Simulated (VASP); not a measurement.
Runs of VASP 6.6.1 on MgS. The structure is that of space group Fm-3m (No. 225), or close to it. The cells are those of the table. 

```tsv
task	cell	gap on the mesh (eV)	pressure (GPa)
single point	a = 3.667 Å, angles 60.0°, 2 atoms	2.73	-0.4
electric field gradients	a = 3.692 Å, angles 60.0°, 2 atoms	2.68	(b)
single point	a = 3.661, b = 3.661, c = 3.642 Å, angles 60.2, 60.2, 59.7°, 2 atoms	(c)	0.4
single point	a = 3.604 Å, angles 60.0°, 2 atoms	(a)	4.1
```

Alike in all rows: level PBEsol; potentials or basis VASP PAW PBE potentials, release 64 (Mg, S); no spin polarisation; k mesh 10 × 10 × 10; cutoff (eV) 520; smearing fermi-dirac 0.03 eV.

Estimate the missing entries.

(a) 2.83; (b) -1.9; (c) 2.70.

Caveats: the PAW data sets were made with another functional, which shifts forces and pressure a little.

A k mesh can miss the band edges.
